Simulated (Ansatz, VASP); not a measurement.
LiF in VASP and in Ansatz

Contents of INCAR:

```
SYSTEM = LiF
PREC     = Accurate       ! precision mode
ENCUT    = 520            ! plane-wave cutoff, eV
EDIFF    = 1E-7           ! SCF threshold, eV
ISMEAR   = 0              ! smearing method
SIGMA    = 0.05           ! smearing width, eV
LREAL    = .False.        ! projectors in reciprocal space
LASPH    = .True.         ! aspherical terms in the spheres
NELM     = 100            ! most SCF steps
ALGO     = Normal         ! electronic algorithm
ISIF     = 2              ! what is computed and relaxed
LWAVE    = .False.        ! write WAVECAR
LCHARG   = .False.        ! write CHGCAR
GGA      = PE             ! functional
NBANDS   = 18             ! bands
```

File KPOINTS:

```
regular mesh
0
Gamma
  9 9 6
  0 0 0
```

Contents of POSCAR:

```
LiF
1.0
    3.1599600852      0.0000000000      0.0000000000
   -1.5799800426      2.7366057088      0.0000000000
    0.0000000000      0.0000000000      4.7968194094
Li F
2 2
Direct
    0.3333333333      0.6666666667      0.4320721835
    0.6666666667      0.3333333333      0.9320721835
    0.3333333333      0.6666666667      0.9939266766
    0.6666666667      0.3333333333      0.4939266766
```

Input for Ansatz:

```yaml
crystal:
  lattice:
    - [3.1599600852, 0.0, 0.0]
    - [-1.5799800426, 2.7366057088, 0.0]
    - [0.0, 0.0, 4.7968194094]
  atoms:
    - { symbol: Li, position: [0.3333333333, 0.6666666667, 0.4320721835] }
    - { symbol: Li, position: [0.6666666667, 0.3333333333, 0.9320721835] }
    - { symbol: F, position: [0.3333333333, 0.6666666667, 0.9939266766] }
    - { symbol: F, position: [0.6666666667, 0.3333333333, 0.4939266766] }
basis:
  ecutwfc: 520.0
kpoints:
  mp_grid: { grid: [9, 9, 6] }
hamiltonian:
  xc: pbe
scf:
  occupations: { method: gaussian, width: 0.05 }
output:
  forces: true
  stress: true
  eigenvalues: true
```

Alike in both runs: task single point; functional PBE; k mesh 9 × 9 × 6; occupations gaussian, width 0.05 eV; no spin polarisation.

```csv
,VASP,Ansatz
version,VASP 6.6.1,Ansatz 0.2.0
potentials or method,"VASP PAW PBE potentials, release 64 (Li_sv, F), cutoff 520 eV","scalar-relativistic, plane waves, PAW"
valence electrons in the cell,20,20
```

VASP gave:

| Item | Value |
| --- | --- |
| gap on the k mesh at the Fermi level (eV) | 7.34 |
| least direct gap on the mesh (eV) | 7.34 |
| rms of the force components (eV/Å) | 0.134 |

Task: Which values does Ansatz return?

Result: gap on the k mesh at the Fermi level (eV): 7.35; least direct gap on the mesh (eV): 7.35; rms of the force components (eV/Å): 0.129.

Atom by atom the forces differ by 0.005 eV/Å (rms over components). The functional is the same, so the differences come from potentials, cutoffs and numerics.

Noted on VASP's run: the cutoff is short for stress, so the pressure is rough.
